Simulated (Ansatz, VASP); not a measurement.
# Ca2Si: VASP beside Ansatz

File INCAR:

```
ALGO = Normal
EDIFF = 1E-7
ENCUT = 520
GGA = CA
ISIF = 2
ISMEAR = 0
LASPH = True
LCHARG = False
LREAL = False
LWAVE = False
NBANDS = 19
NELM = 80
PREC = Accurate
SIGMA = 0.05
```

File KPOINTS:

```
k-points
0
Gamma
  8 8 8
```

POSCAR

```
Ca2Si
1.0
    0.0000000000      3.5425210274      3.4201357065
    3.5425210274      0.0000000000      3.4201357065
    3.5425210274      3.5425210274      0.0000000000
Ca Si
2 1
Direct
    0.7267257627      0.7267257627      0.7732742373
    0.2732742373      0.2732742373      0.2267257627
    0.0000000000      0.0000000000      0.0000000000
```

Input for Ansatz:

```yaml
crystal:
  lattice:
    - [0.0, 3.5425210274, 3.4201357065]
    - [3.5425210274, 0.0, 3.4201357065]
    - [3.5425210274, 3.5425210274, 0.0]
  atoms:
    - { symbol: Ca, position: [0.7267257627, 0.7267257627, 0.7732742373] }
    - { symbol: Ca, position: [0.2732742373, 0.2732742373, 0.2267257627] }
    - { symbol: Si, position: [0.0, 0.0, 0.0] }
basis:
  ecutwfc: 420
kpoints:
  mp_grid: { grid: [8, 8, 8] }
hamiltonian:
  xc: lda
  pseudopotentials: { kind: paw }
scf:
  occupations: { method: gaussian, width: 0.05 }
output:
  forces: true
  stress: true
  eigenvalues: true
```

Change from the starting cell: mode 6 frozen in at -0.163 Å, strain +e along z and -e/2 along x and y -0.0233.

Alike in both runs: task single point; functional LDA; k mesh 8 × 8 × 8; occupations gaussian, width 0.05 eV; no spin polarisation.

|  | VASP | Ansatz |
| --- | --- | --- |
| version | VASP 6.6.1 | Ansatz 0.2.0 |
| potentials or method | VASP PAW LDA potentials, release 64 (Ca_sv, Si), cutoff 520 eV | scalar-relativistic, plane waves, PAW |
| valence electrons in the cell | 24 | 24 |

|  | VASP | Ansatz | Ansatz less VASP |
| --- | --- | --- | --- |
| gap on the k mesh at the Fermi level (eV) | 0.28 | 0.29 | +0.006 |
| least direct gap on the mesh (eV) | 0.28 | 0.29 | +0.006 |
| pressure (GPa) | 0.5 | 0.4 | -0.11 |
| traceless stress, the component that is largest in VASP (GPa) | 2.23 | 2.24 | +0.004 |
| rms of the force components (eV/Å) | 0.495 | 0.493 | -0.0028 |

LDA's correlation is that of Perdew and Zunger in VASP and of Perdew and Wang (1992) in Ansatz. Atom by atom the forces differ by 0.003 eV/Å (rms over components).
